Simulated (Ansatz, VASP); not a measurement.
**One calculation of FeRuC4N4, two programs**

```
CELL_PARAMETERS angstrom
5.79745 0.00000 0.00000
0.00000 5.79745 0.00000
0.00000 0.00000 5.79745
ATOMIC_POSITIONS crystal
Fe 0.50000 0.50000 0.50000
Ru 0.00000 0.00000 0.00000
C 0.19273 0.19273 0.19273
C 0.19273 0.80727 0.80727
C 0.80727 0.19273 0.80727
C 0.80727 0.80727 0.19273
N 0.31090 0.31090 0.31090
N 0.31090 0.68910 0.68910
N 0.68910 0.31090 0.68910
N 0.68910 0.68910 0.31090
```

Alike in both runs: functional PBE; k mesh 6 × 6 × 6; occupations gaussian, width 0.01 eV; collinear spin.

Ansatz relaxed the structure, and its values are those at the end. VASP's run is a single point on that final structure, the one shown.

|  | VASP | Ansatz |
| --- | --- | --- |
| version | VASP 6.6.1 | Ansatz 0.2.0 |
| potentials or method | VASP PAW PBE potentials, release 64 (Fe, Ru_pv, C, N), cutoff 520 eV | scalar-relativistic, plane waves, PAW |
| valence electrons in the cell | 58 | 68 |

Ansatz gave:

- gap on the k mesh at the Fermi level (eV): 0.15
- least direct gap on the mesh (eV): 0.15
- pressure (GPa): 0.0
- rms of the force components (eV/Å): 0.003
- net moment per atom (μB): 0.20
- size of the moment on the site where the two differ most (μB): 3.00

Task: What did VASP give for the same quantities?

Result: gap on the k mesh at the Fermi level (eV): 0.13; least direct gap on the mesh (eV): 0.13; pressure (GPa): 0.3; rms of the force components (eV/Å): 0.131; net moment per atom (μB): 0.20; size of the moment on the site where the two differ most (μB): 3.31.

Site moments also hang on the region over which each program counts them. One of these differences is far larger than is usual between the two programs; its cause wasn't traced. The functional is the same, so the differences come from potentials, cutoffs and numerics. VASP's potentials hold 58 valence electrons a cell and Ansatz's 68, so a difference there can come from the potentials and not from the codes.

Noted on VASP's run: the standard files for N, O and F lose accuracy on very short bonds.
